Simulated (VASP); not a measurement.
Write the native input for VASP 6.6.1 that does the following.

```yaml
Task: single point
Functional: PBEsol
Potentials_or_basis: VASP PAW PBE potentials, release 64 (Nb_sv)
Cutoff: 520 eV
k_mesh: 22 × 22 × 22
Occupations: fermi-dirac, width 0.05 eV
Spin: collinear spin
Starting_moments: "[1.0] μB"
Dipole_correction: no
Further_INCAR_settings: ALGO = Normal; EDIFF = 1e-07; NBANDS = 16
```

The structure of Nb lies in POSCAR:

```
Nb
1.0
   -1.6973417555      1.6973417555      1.6973417555
    1.6973417555     -1.6973417555      1.6973417555
    1.6973417555      1.6973417555     -1.6973417555
Nb
1
Direct
    0.0000000000      0.0000000000      0.0000000000
```

These files were run (other wordings do the same):

INCAR

```
SYSTEM = Nb
PREC = Accurate
ENCUT = 520
EDIFF = 1E-7
ISMEAR = -1
SIGMA = 0.05
LREAL = .False.
LASPH = .True.
NELM = 150
ALGO = Normal
ISIF = 2
LWAVE = .False.
LCHARG = .False.
ISPIN = 2
MAGMOM = 1
LORBIT = 11
LMAXMIX = 4
GGA = PS
NBANDS = 16
```

KPOINTS

```
Automatic mesh
0
Gamma
  22 22 22
  0 0 0
```

Potentials or basis: VASP PAW PBE potentials, release 64 (Nb_sv).

Launch:

```bash
$ cat potpaw_PBE.64/Nb_sv/POTCAR > POTCAR
$ mpirun -np 1 vasp_std > vasp.out
```

Results of the run:

* Pressure: -16.6 GPa
* Net moment: 0.00 μB per cell
* Valence electrons inside the program's atomic spheres: Nb 10.60

Caveat: the cell stands under tension; the PAW data sets were made with another functional, which shifts forces and pressure a little.

It took 84 s on 1 thread of Intel(R) Xeon(R) Platinum 8559C (Emerald Rapids), on a shared host, peak memory 0.26 GiB.
